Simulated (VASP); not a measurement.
# BN: vibrations by perturbation theory with PBE

BN:

```
CELL_PARAMETERS angstrom
2.51215 0.00000 0.00000
-1.25607 2.17558 0.00000
0.00000 0.00000 8.49200
ATOMIC_POSITIONS crystal
B 0.66667 0.33333 0.25000
B 0.33333 0.66667 0.75000
N 0.33333 0.66667 0.25000
N 0.66667 0.33333 0.75000
```

```
Program                : VASP 6.6.1
Task                   : vibrations by perturbation theory
Functional             : PBE
Potentials or basis    : VASP PAW PBE potentials, release 64 (B, N)
Cutoff                 : 520 eV
k mesh                 : 12 × 12 × 4
Occupations            : gaussian, width 0.01 eV
Spin                   : no spin polarisation
Dipole correction      : no
Further INCAR settings : ALGO = Normal; EDIFF = 1e-08; NBANDS = 16; IBRION = 8; NSW = 1
```

| Quantity | Value |
| --- | --- |
| Electronic dielectric tensor (diagonal) | 3.97, 3.97, 1.97 |
| Born charges (mean of the diagonal) | B +1.97; N -1.97 e |
| Highest phonon frequency at Γ, LO-TO splitting left out | 1340 cm⁻¹ |

Phonon frequencies in cm⁻¹ (negative: imaginary):
| q point | frequencies |
| --- | --- |
| (0.000, 0.000, 0.000) | 0 0 0 8 8 24 777 802 1340 1340 1340 1340 |

Electronic dielectric tensor:
```
3.97 0.00 0.00
0.00 3.97 0.00
0.00 0.00 1.97
```

Born effective charge tensors (e):
atom 1, B
```
2.71 0.00 0.00
0.00 2.71 0.00
0.00 0.00 0.48
```
atom 2, B
```
2.71 0.00 0.00
0.00 2.71 0.00
0.00 0.00 0.48
```
atom 3, N
```
-2.71  0.00  0.00
 0.00 -2.71  0.00
 0.00  0.00 -0.48
```
atom 4, N
```
-2.71  0.00  0.00
 0.00 -2.71  0.00
 0.00  0.00 -0.48
```

Run time: 6.6 min on 1 thread of Intel(R) Xeon(R) 6975P-C (Granite Rapids) (shared host), peak memory 0.46 GiB.
